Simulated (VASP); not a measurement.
Crystal: Hg.

```
Hg
1.0
     3.17196    0.00000    0.00000
     0.00000    3.17196    0.00000
     0.00000    0.00000    3.17196
Hg
1
Direct
  0.00000 0.00000 0.00000
```

```yaml
Program: VASP 6.6.1
Task: relaxation of cell and atoms
Functional: PBE
Potentials_or_basis: VASP PAW PBE potentials, release 64 (Hg)
Cutoff: 600 eV
k_mesh: 13 × 13 × 13
Occupations: fermi-dirac, width 0.05 eV
Spin: no spin polarisation
```

At the start: pressure -0.5 GPa; volume 31.91 Å³/atom.

Question: How do energy, volume and symmetry change on relaxing?

Answer: Over 4 steps the energy falls by 2.2 meV/atom and the volume is 30.61 Å³/atom (-4.1 %); space group Pm-3m (No. 221, to 0.1 Å) before and after.

Step by step:
| step | energy change (eV) | largest force (eV/Å) | pressure (GPa) | volume (Å³) |
| --- | --- | --- | --- | --- |
| 1 | 0.0000 | 0.0000 | -0.49 | 31.91 |
| 2 | -0.0012 | 0.0000 | -0.37 | 31.47 |
| 3 | -0.0022 | 0.0000 | -0.09 | 30.82 |
| 4 | -0.0022 | 0.0000 | 0.02 | 30.61 |

Final structure:
```xyz
1
Lattice="3.1281 0.0000 0.0000 0.0000 3.1281 0.0000 0.0000 0.0000 3.1281" Properties=species:S:1:pos:R:3 pbc="T T T"
Hg    0.0000    0.0000    0.0000
```
